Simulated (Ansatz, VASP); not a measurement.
# Cs: VASP beside Ansatz

File INCAR:

```
SYSTEM = Cs
ALGO     = Normal         ! electronic algorithm
EDIFF    = 1E-6           ! SCF threshold, eV
ENCUT    = 520            ! plane-wave cutoff, eV
GGA      = PS             ! functional
GGA_COMPAT= .FALSE.      
ISIF     = 2              ! what is computed and relaxed
ISMEAR   = -1             ! smearing method
LASPH    = .TRUE.         ! aspherical terms in the spheres
LCHARG   = .TRUE.         ! write CHGCAR
LORBIT   = 11             ! projections on sites
LORBMOM  = .TRUE.       
LREAL    = .FALSE.        ! projectors in reciprocal space
LSORBIT  = .TRUE.         ! spin-orbit coupling
LVHAR    = .TRUE.       
LWAVE    = .FALSE.        ! write WAVECAR
MAGMOM   = 0 0 0          ! initial moments
NBANDS   = 20             ! bands
NELM     = 150            ! most SCF steps
PREC     = Accurate       ! precision mode
SIGMA    = 0.05           ! smearing width, eV
```

File KPOINTS:

```
k-points
0
G
  6 6 6
  0 0 0
```

The input POSCAR:

```
Cs
1.0
   -3.1284650614      3.1284650614      3.1284650614
    3.1284650614     -3.1284650614      3.1284650614
    3.1284650614      3.1284650614     -3.1284650614
Cs
1
Direct
    0.0000000000      0.0000000000      0.0000000000
```

The input input.yaml:

```yaml
crystal:
  lattice:
    - [-3.1284650614, 3.1284650614, 3.1284650614]
    - [3.1284650614, -3.1284650614, 3.1284650614]
    - [3.1284650614, 3.1284650614, -3.1284650614]
  atoms:
    - { symbol: Cs, position: [0.0, 0.0, 0.0] }
hamiltonian:
  xc: pbesol
  pseudopotentials: { kind: paw_fr }
magnetization:
  noncollinear: true
  spin_orbit: true
kpoints:
  mp_grid: { grid: [6, 6, 6] }
  band_path:
    path:
      - [[0.0, 0.0, 0.0], [0.5, -0.5, 0.5], [0.0, 0.0, 0.5], [0.0, 0.0, 0.0], [0.25, 0.25, 0.25], [0.5, -0.5, 0.5]]
      - [[0.25, 0.25, 0.25], [0.0, 0.0, 0.5]]
    npoints: 14
scf:
  occupations: { method: fermi_dirac, width: 0.05 }
  n_extra_bands: 6
output:
  forces: true
  stress: true
  eigenvalues: true
  fatbands: false
```

Alike in both runs: functional PBEsol; k mesh 6 × 6 × 6; occupations fermi-dirac, width 0.05 eV; non-collinear spin, spin-orbit coupling.

```csv
,VASP,Ansatz
version,VASP 6.6.1,Ansatz 0.2.0
potentials or method,"VASP PAW PBE potentials, release 64 (Cs_sv)",Ansatz PAW
plane-wave cutoff (eV),520,420
valence electrons in the cell,9,9
task,single point,band structure
```

|  | VASP | Ansatz | Ansatz less VASP |
| --- | --- | --- | --- |
| pressure (GPa) | -0.2 | -0.2 | +0.01 |
| net moment per atom (μB) | 0.00 | 0.00 | 0.000 |

VASP's potentials were made for PBE, not for PBEsol. The functional is the same, so the differences come from potentials, cutoffs and numerics.
